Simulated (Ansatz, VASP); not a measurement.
# Na in VASP and in Ansatz

```
Na
1.0
     0.00000    3.09971    6.50422
     1.87930    0.00000    6.50422
     1.87930    3.09971    0.00000
Na
2
Direct
  0.86843 0.86843 0.13157
  0.13157 0.13157 0.86843
```

Alike in both runs: functional PBE; k mesh 18 × 18 × 18; occupations gaussian, width 0.1 eV; no spin polarisation.

Ansatz relaxed the structure, and its values are those at the end. VASP's run is a single point on that final structure, the one shown.

```csv
,VASP,Ansatz
version,VASP 6.6.1,Ansatz 0.2.0
potentials or method,"VASP PAW PBE potentials, release 64 (Na_pv), cutoff 520 eV","scalar-relativistic, plane waves, PAW"
valence electrons in the cell,14,18
```

|  | VASP | Ansatz | Ansatz less VASP |
| --- | --- | --- | --- |
| gap on the k mesh at the Fermi level (eV) | none | none | - |
| pressure (GPa) | 0.0 | 0.0 | -0.04 |

A gap of «none» marks a metal or a gap that the smearing closes. The functional is the same, so the differences come from potentials, cutoffs and numerics. VASP's potentials hold 14 valence electrons a cell and Ansatz's 18, so a difference there can come from the potentials and not from the codes.
